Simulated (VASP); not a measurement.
Here is a VASP 6.6.1 calculation.

The input INCAR:

```
SYSTEM = LiCl
PREC = Accurate ; ENCUT = 600
EDIFF = 1E-6 ; ISMEAR = 0
SIGMA = 0.1 ; LREAL = .FALSE.
LASPH = .TRUE. ; NELM = 60
ALGO = Normal ; ISIF = 3
LWAVE = .FALSE. ; LCHARG = .FALSE.
GGA = PE ; IBRION = 2
NSW = 90 ; EDIFFG = -0.04
```

The input KPOINTS:

```
regular mesh
0
G
  6 6 6
  0 0 0
```

The input POSCAR:

```
LiCl
1.0
    0.0000000000      2.5754113221      2.5754113221
    2.5754113221      0.0000000000      2.5754113221
    2.5754113221      2.5754113221      0.0000000000
Li Cl
1 1
Direct
    0.5000000000      0.5000000000      0.5000000000
    0.0000000000      0.0000000000      0.0000000000
```

Potentials or basis: VASP PAW PBE potentials, release 64 (Li_sv, Cl).

The run is started by

```console
$ cat potpaw_PBE.64/Li_sv/POTCAR potpaw_PBE.64/Cl/POTCAR > POTCAR
$ mpirun -np 1 vasp_std > vasp.out
```

**Question.** What does it give for the band gap on the k mesh?

**Answer.** 6.27 eV, direct.

Final structure:
```
Li Cl
1.0
     0.00000    2.57541    2.57541
     2.57541    0.00000    2.57541
     2.57541    2.57541    0.00000
Li Cl
1 1
Cartesian
  2.5754 2.5754 2.5754
  0.0000 0.0000 0.0000
```

Caveat: the relaxation stopped at its first step, so nothing moved. A k mesh can miss the band edges.
